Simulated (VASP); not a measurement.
Set up this calculation in VASP 6.6.1, as the native input.

```yaml
Task: single point
Functional: PBE
Potentials_or_basis: VASP PAW PBE potentials, release 64 (F, K_sv, C)
Cutoff: 520 eV
k_mesh: 5 × 5 × 4
Occupations: fermi-dirac, width 0.1 eV
Spin: no spin polarisation
Dipole_correction: no
Further_INCAR_settings: ALGO = Normal; EDIFF = 1e-06; NBANDS = 55
```

The structure of K2CF3 lies in POSCAR:

```
K2CF3
1.0
    5.8154670000      0.0000000000      0.0000000000
    2.9077330000     -5.0827690000      0.0000000000
    0.8515280000      0.0000000000     -7.1411160000
F K C
6 4 2
Direct
    0.2020000000      0.5960000000      0.2500000000
    0.7980000000      0.4040000000      0.7500000000
    0.5730000000      0.2100000000      0.2930000000
    0.2170000000      0.2100000000      0.2070000000
    0.4270000000      0.7900000000      0.7070000000
    0.7830000000      0.7900000000      0.7930000000
    0.3320000000      0.3360000000      0.7500000000
    0.6680000000      0.6640000000      0.2500000000
    0.0000000000      0.0000000000      0.5000000000
    0.0000000000      0.0000000000      0.0000000000
    0.3330000000      0.3340000000      0.2500000000
    0.6670000000      0.6660000000      0.7500000000
```

These files were run (other wordings do the same):

INCAR

```
SYSTEM = K2CF3
PREC = Accurate ; ENCUT = 520
EDIFF = 1E-6 ; ISMEAR = -1
SIGMA = 0.1 ; LREAL = .FALSE.
LASPH = .TRUE. ; NELM = 60
ALGO = Normal ; ISIF = 2
LWAVE = .FALSE. ; LCHARG = .TRUE.
GGA = PE ; LELF = .TRUE.
LVHAR = .TRUE. ; NBANDS = 55
```

KPOINTS

```
regular mesh
0
G
  5 5 4
  0 0 0
```

Potentials or basis: VASP PAW PBE potentials, release 64 (F, K_sv, C).

Run with:

```bash
$ cat potpaw_PBE.64/F/POTCAR potpaw_PBE.64/K_sv/POTCAR potpaw_PBE.64/C/POTCAR > POTCAR
$ mpirun -np 1 vasp_std > vasp.out
```

It gave:

```
Pressure               : 17.3 GPa
Largest force          : 6.890 eV/Å
Band gap on the k mesh : zero (band 43 reaches 4.57 eV, above the bottom of band 44 at 4.08 eV)
```

Caveat: forces of over 1 eV/Å act on the atoms, so gaps and moduli don't describe the material at rest.

It took 6.2 min on 1 thread of Intel(R) Xeon(R) Platinum 8375C CPU @ 2.90GHz (Ice Lake), with other jobs on the host, peak memory 0.5 GiB.
